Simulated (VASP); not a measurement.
# MgO (Pmm2) in VASP: further runs

MgO is run at these levels: PBE; tasks: single point.

Everything below comes from runs of VASP 6.6.1. Logs are shortened: lines on timing, memory, paths and dates and some standing lists are left out, and cuts for length are marked.

**1. The cell of the first run**

The structure is orthorhombic, space group Pmm2 (No. 25). Conventional cell: a = 5.634 Å, b = 5.634 Å, c = 5.634 Å, α = 90.00°, β = 90.00°, γ = 90.00°. Mg (site symmetry m) has 4 O at 1.95 to 2.03 Å within 2.6 Å. Within 2.6 Å of Mg (site symmetry m) lie 4 O at 1.92 to 2.06 Å. Mg (site symmetry mm2) has 4 O at 1.88 to 2.03 Å within 2.5 Å. Within 2.6 Å of Mg (site symmetry mm2) lie 4 O at 1.96 to 2.11 Å. Within 2.5 Å of O (site symmetry m) lie 4 Mg at 1.88 to 2.11 Å. O (site symmetry m) has 4 Mg at 1.96 to 2.03 Å within 2.6 Å. Within 2.6 Å of O (site symmetry mm2) lie 4 Mg at 1.92 to 1.95 Å. O (site symmetry mm2) has 4 Mg at 2.03 to 2.06 Å within 2.7 Å.

**2. Single point, PBE (atoms displaced along several vibrational modes)**

Contents of INCAR:

```
  PREC = Accurate
  ENCUT = 520
  EDIFF = 1E-6
  ISMEAR = 0
  SIGMA = 0.05
  LREAL = False
  LASPH = True
  NELM = 80
  ALGO = Normal
  ISIF = 2
  LWAVE = False
  LCHARG = False
  GGA = PE
  NBANDS = 36
```

Contents of KPOINTS:

```
regular mesh
0
Gamma
  4 4 4
```

Contents of POSCAR:

```
MgO
1.0
    5.6335409551      0.0000000000      0.0000000000
    0.0000000000      5.6335409551      0.0000000000
    0.0000000000      0.0000000000      5.6335409551
Mg O
6 6
Direct
    0.2500000000     -0.0129143486      0.5000000000
    0.0000000000      0.5137118890      0.2500000000
    0.5000000000      0.7399885347      0.0000000000
    0.7500000000     -0.0129143486      0.5000000000
    0.0000000000      0.5137118890      0.7500000000
    0.5000000000      0.2399885347      0.0000000000
    0.2500000000      0.5191982407      0.0000000000
    0.5000000000     -0.0016713171      0.2500000000
    0.0000000000      0.7464704792      0.5000000000
    0.7500000000      0.5191982407      0.0000000000
    0.5000000000     -0.0016713171      0.7500000000
    0.0000000000      0.2464704792      0.5000000000
```

Potentials or basis: VASP PAW PBE potentials, release 64 (Mg, O).

Launch:

```
cat potpaw_PBE.64/Mg/POTCAR potpaw_PBE.64/O/POTCAR > POTCAR
mpirun -np 1 vasp_std > vasp.out
```

OUTCAR:

```text
PREC = Accurate
   ENCUT = 520
   EDIFF = 1E-6
   ISMEAR = 0
   LREAL = False
   LASPH = True
   NELM = 80
   ISIF = 2
   GGA = PE

 ion  position               nearest neighbor table
   1  0.250  0.987  0.500-   9 1.95   8 1.99  11 1.99  12 2.03   4 2.82   4 2.82   5 3.33   2 3.33
                             3 3.44   3 3.44   6 3.46   6 3.46   2 3.57   5 3.57
   2  0.000  0.514  0.250-   9 1.92   7 1.99  10 1.99  12 2.06   5 2.82   5 2.82   1 3.33   4 3.33
                             3 3.40   3 3.40   6 3.51   6 3.51   1 3.57   4 3.57
   3  0.500  0.740  0.000-   7 1.88  10 1.88   8 2.03  11 2.03   6 2.82   6 2.82   2 3.40   5 3.40
                             2 3.40   5 3.40   4 3.44   1 3.44   4 3.44   1 3.44
   4  0.750  0.987  0.500-   9 1.95   8 1.99  11 1.99  12 2.03   1 2.82   1 2.82   5 3.33   2 3.33
                             3 3.44   3 3.44   6 3.46   6 3.46   2 3.57   5 3.57
   5  0.000  0.514  0.750-   9 1.92   7 1.99  10 1.99  12 2.06   2 2.82   2 2.82   4 3.33   1 3.33
                             3 3.40   3 3.40   6 3.51   6 3.51   1 3.57   4 3.57
   6  0.500  0.240  0.000-   8 1.96  11 1.96  10 2.11   7 2.11   3 2.82   3 2.82   4 3.46   1 3.46
                             4 3.46   1 3.46   5 3.51   2 3.51   2 3.51   5 3.51
   7  0.250  0.519  0.000-   3 1.88   2 1.99   5 1.99   6 2.11
   8  0.500  0.998  0.250-   6 1.96   4 1.99   1 1.99   3 2.03
   9  0.000  0.746  0.500-   2 1.92   5 1.92   4 1.95   1 1.95
  10  0.750  0.519  0.000-   3 1.88   2 1.99   5 1.99   6 2.11
  11  0.500  0.998  0.750-   6 1.96   4 1.99   1 1.99   3 2.03
  12  0.000  0.246  0.500-   1 2.03   4 2.03   2 2.06   5 2.06

  LATTYP: Found a simple cubic cell.
 ALAT       =     5.6335409551

  Lattice vectors:

 A1 = (   5.6335409551,   0.0000000000,   0.0000000000)
 A2 = (   0.0000000000,   5.6335409551,   0.0000000000)
 A3 = (   0.0000000000,   0.0000000000,   5.6335409551)

Analysis of symmetry for initial positions (statically):
=====================================================================
 Subroutine PRICEL returns:
 Original cell was already a primitive cell.

 Routine SETGRP: Setting up the symmetry group for a
 simple cubic supercell.

 Subroutine GETGRP returns: Found  4 space group operations
 (whereof  4 operations were pure point group operations)
 out of a pool of 48 trial point group operations.

The static configuration has the point symmetry C_2v.

Analysis of symmetry for dynamics (positions and initial velocities):
=====================================================================
 Subroutine PRICEL returns:
 Original cell was already a primitive cell.

 Routine SETGRP: Setting up the symmetry group for a
 simple cubic supercell.

 Subroutine GETGRP returns: Found  4 space group operations
 (whereof  4 operations were pure point group operations)
 out of a pool of 48 trial point group operations.

The dynamic configuration has the point symmetry C_2v.

 Subroutine INISYM returns: Found  4 space group operations
 (whereof  4 operations are pure point group operations),
 and found     1 'primitive' translations

----------------------------------------------------------------------------------------

                                     Primitive cell

  volume of cell :     178.7905

  direct lattice vectors                    reciprocal lattice vectors
     5.633540955  0.000000000  0.000000000     0.177508251  0.000000000  0.000000000
     0.000000000  5.633540955  0.000000000     0.000000000  0.177508251  0.000000000
     0.000000000  0.000000000  5.633540955     0.000000000  0.000000000  0.177508251

  length of vectors
     5.633540955  5.633540955  5.633540955     0.177508251  0.177508251  0.177508251

  position of ions in fractional coordinates (direct lattice)
     0.250000000  0.987085651  0.500000000
     0.000000000  0.513711889  0.250000000
     0.500000000  0.739988535  0.000000000
     0.750000000  0.987085651  0.500000000
     0.000000000  0.513711889  0.750000000
     0.500000000  0.239988535  0.000000000
     0.250000000  0.519198241  0.000000000
     0.500000000  0.998328683  0.250000000
     0.000000000  0.746470479  0.500000000
     0.750000000  0.519198241  0.000000000
     0.500000000  0.998328683  0.750000000
     0.000000000  0.246470479  0.500000000

  ion indices of the primitive-cell ions
   primitive index   ion index
                 1           1
                 2           2
                 3           3
                 4           4
                 5           5
                 6           6
                 7           7
                 8           8
                 9           9
                10          10
                11          11
                12          12

----------------------------------------------------------------------------------------

 KPOINTS: regular mesh

Automatic generation of k-mesh.
 Grid dimensions read from file:
 generate k-points for:    4    4    4

 Generating k-lattice:

  Cartesian coordinates                     Fractional coordinates (reciprocal lattice)
     0.044377063  0.000000000  0.000000000     0.250000000  0.000000000  0.000000000
     0.000000000  0.044377063  0.000000000     0.000000000  0.250000000  0.000000000
     0.000000000  0.000000000  0.044377063     0.000000000  0.000000000  0.250000000

  Length of vectors
     0.044377063  0.044377063  0.044377063

  Shift w.r.t. Gamma in fractional coordinates (k-lattice)
     0.000000000  0.000000000  0.000000000

 Subroutine IBZKPT returns following result:
 ===========================================

 Found     27 irreducible k-points:

 Following reciprocal coordinates:
            Coordinates               Weight
  0.000000  0.000000  0.000000      1.000000
  0.250000  0.000000  0.000000      2.000000
  0.000000  0.250000  0.000000      2.000000
  0.000000  0.000000  0.250000      2.000000
  0.500000  0.000000  0.000000      1.000000
  0.000000  0.500000  0.000000      1.000000
[... 16 lines left out ...]
  0.250000  0.250000  0.500000      4.000000
  0.500000  0.500000  0.250000      2.000000
 [... further k-points ...]
   k-points           NKPTS =     27   k-points in BZ     NKDIM =     27   number of bands    NBANDS=     36
   number of dos      NEDOS =    301   number of ions     NIONS =     12
   total plane-waves  NPLWV =  74088
   dimension x,y,z NGX =    42 NGY =   42 NGZ =   42
   dimension x,y,z NGXF=    84 NGYF=   84 NGZF=   84
   ions per type =               6   6
   NGX,Y,Z   is equivalent  to a cutoff of  12.39, 12.39, 12.39 a.u.
   NGXF,Y,Z  is equivalent  to a cutoff of  24.79, 24.79, 24.79 a.u.
 SYSTEM =  unknown system
   PREC   = accura    normal or accurate (medium, high low for compatibility)
   ISTART =      0    job   : 0-new  1-cont  2-samecut
   ICHARG =      2    charge: 1-file 2-atom 10-const
   ISPIN  =      1    spin polarized calculation?
   LNONCOLLINEAR =      F non collinear calculations
   LSORBIT =      F    spin-orbit coupling
   LASPH  =      T    aspherical Exc in radial PAW
   ENCUT  =  520.0 eV  38.22 Ry    6.18 a.u.  10.47 10.47 10.47*2*pi/ulx,y,z
   NELM   =     80;   NELMIN=  2; NELMDL= -5     # of ELM steps
   EDIFF  = 0.1E-05   stopping-criterion for ELM
   LREAL  =      F    real-space projection
   EDIFFG = 0.1E-04   stopping-criterion for IOM
   NSW    =      0    number of steps for IOM
   IBRION =     -1    ionic relax: 0-MD 1-quasi-New 2-CG
   NFREE  =      0    steps in history (QN), initial steepest desc. (CG)
   ISIF   =      2    stress and relaxation
   ISYM   =      2    0-nonsym 1-usesym 2-fastsym
   POTIM  = 0.5000    time-step for ionic-motion
   TEBEG  =    0.0;   TEEND  =   0.0 temperature during run
   PSTRESS=    0.0 pullay stress
   NELECT =      48.0000    total number of electrons
   NUPDOWN=      -1.0000    fix difference up-down
   EMIN   =  10.00;   EMAX   =-10.00  energy-range for DOS
   EFERMI =   0.00;   METHOD = LEGACY
   ISMEAR =     0;   SIGMA  =   0.05  broadening in eV -4-tet -1-fermi 0-gaus
   EFERMI_NEDOS =   21; number of points for ismear=-14 and -15
   IALGO  =     38    algorithm
   IMIX   =      4    mixing-type and parameters
     AMIX     =   0.40;   BMIX     =  1.00
     AMIX_MAG =   1.60;   BMIX_MAG =  1.00
  volume/ion in A,a.u.               =      14.90       100.54
  Fermi-wavevector in a.u.,A,eV,Ry     =   1.056105  1.995749 15.175365  1.115358
  Thomas-Fermi vector in A             =   2.191328
   LORBIT       =      0    0 simple, 1 ext, 2 COOP (PROOUT), +10 PAW based schemes
   GGA     = PE    functional components
   LHFCALC =     F    Hartree Fock is set to
   AEXX    =    0.0000 exact exchange contribution
   IVDW    =     0    specifies the selected vdW correction
   LEPSILON=     F    determine dielectric tensor
   LRPA    =     F    only Hartree local field effects (RPA)
 non-spin polarized calculation
 Gauss-broadening in eV      SIGMA  =   0.05
  energy-cutoff  :      520.00
  volume of cell :      178.79
 maximum number of plane-waves:      4842
 NGX is ok and might be reduce to    42
   NGX = 21   NGY = 21   NGZ = 21

 number of electron      47.9999965 magnetization

 Free energy of the ion-electron system (eV)
  ---------------------------------------------------
  ext. energy  EPLUGINS =         0.00000000
  ---------------------------------------------------
  free energy    TOTEN  =       -69.51986212 eV

  energy without entropy =      -69.51986212  energy(sigma->0) =      -69.51986212

 E-fermi :   0.1416     XC(G=0):  -8.3956

 val. band max:       -0.1229138746   @ k =   0.5000   0.0000   0.5000
 cond. band min:       2.7199275306   @ k =   0.0000   0.0000   0.0000
 fundamental gap:      2.8428414052
 Fermi energy:         0.1416085879

 k-point     1 :       0.0000    0.0000    0.0000
  band No.  band energies     occupation
      1     -16.3076      2.00000
      2     -15.9414      2.00000
      3     -15.7909      2.00000
      4     -15.3828      2.00000
      5     -15.3545      2.00000
      6     -15.1392      2.00000
[... 925 lines left out ...]
     35      10.7730      0.00000
     36      10.8334      0.00000

 [... further k-points ...]

------------------------ aborting loop because EDIFF is reached ----------------------------------------

  FORCE on cell =-STRESS in cart. coord.  units (eV):
  Direction    XX          YY          ZZ          XY          YZ          ZX
  --------------------------------------------------------------------------------------
  -------------------------------------------------------------------------------------
  Total        0.8736255      0.4201098      0.0369158      0.0000000      0.0000000      0.0000000
  in kB        7.8287332      3.7646887      0.3308097      0.0000000      0.0000000      0.0000000
  external PRESSURE =       3.9747439 kB  Pullay stress =       0.0000000 kB

 VOLUME and BASIS-vectors are now :
 -----------------------------------------------------------------------------
  energy-cutoff  :      520.00
  volume of cell :      178.79
      direct lattice vectors                 reciprocal lattice vectors
     5.633540955  0.000000000  0.000000000     0.177508251  0.000000000  0.000000000
     0.000000000  5.633540955  0.000000000     0.000000000  0.177508251  0.000000000
     0.000000000  0.000000000  5.633540955     0.000000000  0.000000000  0.177508251

 POSITION                                       TOTAL-FORCE (eV/Angst)
 -----------------------------------------------------------------------------------
      1.40839      5.56079      2.81677         0.066546      0.808499      0.000000
      0.00000      2.89402      1.40839        -0.000000     -0.909110     -0.164269
      2.81677      4.16876      0.00000        -0.000000      1.561443      0.000000
      4.22516      5.56079      2.81677        -0.066546      0.808499      0.000000
      0.00000      2.89402      4.22516        -0.000000     -0.909110      0.164269
      2.81677      1.35199      0.00000        -0.000000      0.954251      0.000000
      1.40839      2.92492      0.00000        -0.397497     -1.174336      0.000000
      2.81677      5.62413      1.40839        -0.000000     -0.273478      0.046547
      0.00000      4.20527      2.81677        -0.000000      0.356080      0.000000
      4.22516      2.92492      0.00000         0.397497     -1.174336      0.000000
      2.81677      5.62413      4.22516        -0.000000     -0.273478     -0.046547
      0.00000      1.38850      2.81677        -0.000000      0.225077      0.000000
 -----------------------------------------------------------------------------------
    total drift:                                0.000000     -0.001043     -0.000008

  FREE ENERGIE OF THE ION-ELECTRON SYSTEM (eV)
  ---------------------------------------------------
  free  energy   TOTEN  =       -69.5198621195 eV

  energy  without entropy=      -69.5198621195  energy(sigma->0) =      -69.51986212
```

Run time: 85 s. Hardware: 1 thread of Intel Xeon 6975P-C (Granite Rapids), shared host; peak memory 0.32 GiB.

Results:

- Free energy: -69.5199 eV
- Pressure: 0.4 GPa
- Largest force: 1.561 eV/Å
- Band gap on the k mesh: 2.84 eV

Forces in eV/Å, atoms in the order of the input:
```
Mg   0.067  0.808  0.000
Mg   0.000 -0.909 -0.164
Mg   0.000  1.561  0.000
Mg  -0.067  0.808  0.000
Mg   0.000 -0.909  0.164
Mg   0.000  0.954  0.000
O   -0.397 -1.174  0.000
O    0.000 -0.273  0.047
O    0.000  0.356  0.000
O    0.397 -1.174  0.000
O    0.000 -0.273 -0.047
O    0.000  0.225  0.000
```

Caveat: the cell differs from its parent crystal (atoms displaced along several vibrational modes); forces of over 1 eV/Å act on the atoms, so gaps and moduli don't describe the material at rest.

**3. Single point, PBE (atoms displaced along several vibrational modes)**

Contents of INCAR:

```
ALGO     = Normal         # electronic algorithm
EDIFF    = 1E-6           # SCF threshold, eV
ENCUT    = 520            # plane-wave cutoff, eV
GGA      = PE             # functional
ISIF     = 2              # what is computed and relaxed
ISMEAR   = 0              # smearing method
LASPH    = True           # aspherical terms in the spheres
LCHARG   = False          # write CHGCAR
LREAL    = False          # projectors in reciprocal space
LWAVE    = False          # write WAVECAR
NBANDS   = 36             # bands
NELM     = 100            # most SCF steps
PREC     = Accurate       # precision mode
SIGMA    = 0.05           # smearing width, eV
```

Contents of KPOINTS:

```
k-points
0
Gamma
  4 4 4
```

Contents of POSCAR:

```
MgO
1.0
    5.6335409551      0.0000000000      0.0000000000
    0.0000000000      5.6335409551      0.0000000000
    0.0000000000      0.0000000000      5.6335409551
Mg O
6 6
Direct
    0.2500000000     -0.0102517249      0.5000000000
    0.0000000000      0.5110492652      0.2500000000
    0.5000000000      0.7399885347      0.0000000000
    0.7500000000     -0.0102517249      0.5000000000
    0.0000000000      0.5110492652      0.7500000000
    0.5000000000      0.2399885347      0.0000000000
    0.2500000000      0.5171112849      0.0000000000
    0.5000000000      0.0004156386      0.2500000000
    0.0000000000      0.7464704792      0.5000000000
    0.7500000000      0.5171112849      0.0000000000
    0.5000000000      0.0004156386      0.7500000000
    0.0000000000      0.2464704792      0.5000000000
```

Potentials or basis: VASP PAW PBE potentials, release 64 (Mg, O).

Launch:

```
cat potpaw_PBE.64/Mg/POTCAR potpaw_PBE.64/O/POTCAR > POTCAR
mpirun -np 1 vasp_std > vasp.out
```

It took 96 s on 1 thread of Intel Xeon 6975P-C (Granite Rapids), shared host; peak memory 0.32 GiB.

It converged, with:

```yaml
Free_energy: -69.5852 eV
Pressure: 0.3 GPa
Largest_force: 1.496 eV/Å
Band_gap_on_the_k_mesh: 2.86 eV
```

Forces in eV/Å, atoms in the order of the input:
```
Mg   0.039  0.636  0.000
Mg   0.000 -0.736 -0.117
Mg   0.000  1.496  0.000
Mg  -0.039  0.636  0.000
Mg   0.000 -0.736  0.117
Mg   0.000  1.010  0.000
O   -0.340 -1.081  0.000
O    0.000 -0.362  0.060
O    0.000  0.342  0.000
O    0.340 -1.081  0.000
O    0.000 -0.362 -0.060
O    0.000  0.237  0.000
```

Stress tensor (GPa, compression positive):
```
 0.58  0.00  0.00
 0.00  0.27  0.00
 0.00  0.00 -0.01
```

Levels at points of the mesh, in eV from the valence-band top:
```
           k point  band 21  band 22  band 23  band 24  band 25  band 26  band 27  band 28
(0.00, 0.00, 0.00)    -0.51    -0.04    -0.01     0.00     2.86     6.04     7.91     7.92
(0.50, 0.00, 0.00)    -0.56    -0.50    -0.01     0.00     4.76     4.78     7.51     7.58
(0.00, 0.50, 0.00)    -0.57    -0.54    -0.04    -0.01     4.73     4.81     7.45     7.70
(0.00, 0.00, 0.50)    -0.56    -0.49    -0.05     0.00     4.77     4.77     7.57     7.57
(0.50, 0.50, 0.00)    -0.61    -0.60    -0.36    -0.01     5.66     5.80     5.85     6.59
(0.00, 0.50, 0.50)    -0.61    -0.59    -0.35    -0.04     5.68     5.81     5.82     6.57
(0.50, 0.00, 0.50)    -0.47    -0.46    -0.46     0.00     5.66     5.80     5.82     6.59
(0.50, 0.50, 0.50)    -0.82    -0.80    -0.66    -0.64     6.37     6.40     7.25     7.34
```

Caveat: the cell differs from its parent crystal (atoms displaced along several vibrational modes); forces of over 1 eV/Å act on the atoms, so gaps and moduli don't describe the material at rest.
